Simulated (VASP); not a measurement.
Write the native input for VASP 6.6.1 that does the following.

```yaml
Task: single point
Functional: PBEsol
Potentials_or_basis: VASP PAW PBE potentials, release 64 (Te, Pt)
Cutoff: 520 eV
k_mesh: 12 × 12 × 12
Occupations: gaussian, width 0.1 eV
Spin: no spin polarisation
Dipole_correction: no
Further_INCAR_settings: ALGO = Normal; EDIFF = 1e-06; NBANDS = 24
```

The structure of TePt lies in POSCAR:

```
TePt
1.0
    1.8978297997      1.0957125459      5.8651457191
   -1.8978297997      1.0957125459      5.8651457191
    0.0000000000     -2.1914250913      5.8651457192
Te Pt
2 2
Direct
    0.6083671537      0.6083671537      0.6083671537
    0.3916328463      0.3916328463      0.3916328463
    0.8720786639      0.8720786639      0.8720786639
    0.1279213361      0.1279213361      0.1279213361
```

These files were run (other wordings do the same):

INCAR

```
SYSTEM = TePt
ALGO     = Normal         ! electronic algorithm
EDIFF    = 1E-6           ! SCF threshold, eV
ENCUT    = 520            ! plane-wave cutoff, eV
GGA      = PS             ! functional
ISIF     = 2              ! what is computed and relaxed
ISMEAR   = 0              ! smearing method
LASPH    = .TRUE.         ! aspherical terms in the spheres
LCHARG   = .FALSE.        ! write CHGCAR
LREAL    = .FALSE.        ! projectors in reciprocal space
LWAVE    = .FALSE.        ! write WAVECAR
NBANDS   = 24             ! bands
NELM     = 100            ! most SCF steps
PREC     = Accurate       ! precision mode
SIGMA    = 0.1            ! smearing width, eV
```

KPOINTS

```
k-points
0
G
  12 12 12
  0 0 0
```

Potentials or basis: VASP PAW PBE potentials, release 64 (Te, Pt).

Run with:

```sh
$ cat potpaw_PBE.64/Te/POTCAR potpaw_PBE.64/Pt/POTCAR > POTCAR
$ mpirun -np 1 vasp_std > vasp.out
```

It gave:

```yaml
Pressure: 29.9 GPa
Largest_force: 0.024 eV/Å
Band_gap_on_the_k_mesh: zero (bands 16 and 17 overlap by 3.30 eV)
```

Caveat: the cell stands under pressure; the PAW data sets were made with another functional, which shifts forces and pressure a little; spin-orbit coupling is left out, which moves the levels of the heavy elements.

Run time: 20 min on 1 thread of Intel Xeon 8259CL, with other jobs on the host, peak memory 0.53 GiB.
